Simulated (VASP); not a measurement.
Write the native input for VASP 6.6.1 that does the following.

| Property | Result |
| --- | --- |
| Task | single point |
| Functional | PBE |
| Potentials or basis | VASP PAW PBE potentials, release 64 (C) |
| Cutoff | 520 eV |
| k mesh | 8 × 8 × 8 |
| Occupations | fermi-dirac, width 0.03 eV |
| Spin | no spin polarisation |
| Dipole correction | no |
| Further INCAR settings | ALGO = Normal; EDIFF = 1e-07; NBANDS = 11 |

The structure of C lies in POSCAR:

```
C
1.0
    0.0000000000      1.7833700000      1.7833700000
    1.7833700000      0.0000000000      1.7833700000
    1.7833700000      1.7833700000      0.0000000000
C
2
Direct
    0.7500000000      0.7500000000      0.7500000000
    0.5000000000      0.5000000000      0.5000000000
```

One way to write it, as run:

INCAR

```
SYSTEM = C
ALGO = Normal
EDIFF = 1E-7
ENCUT = 520
GGA = PE
ISIF = 2
ISMEAR = -1
LASPH = .True.
LCHARG = .False.
LREAL = .False.
LWAVE = .False.
NBANDS = 11
NELM = 100
PREC = Accurate
SIGMA = 0.03
```

KPOINTS

```
k-points
0
Gamma
  8 8 8
  0 0 0
```

Potentials or basis: VASP PAW PBE potentials, release 64 (C).

Command:

```console
$ cat potpaw_PBE.64/C/POTCAR > POTCAR
$ mpirun -np 1 vasp_std > vasp.out
```

Results of the run:

```yaml
Pressure: 2.5 GPa
Band_gap_on_the_k_mesh: 4.13 eV, indirect (least direct gap 5.59 eV)
```

Wall time 8.5 s on 1 thread of AMD EPYC 7571, on a shared host, peak memory 0.08 GiB.
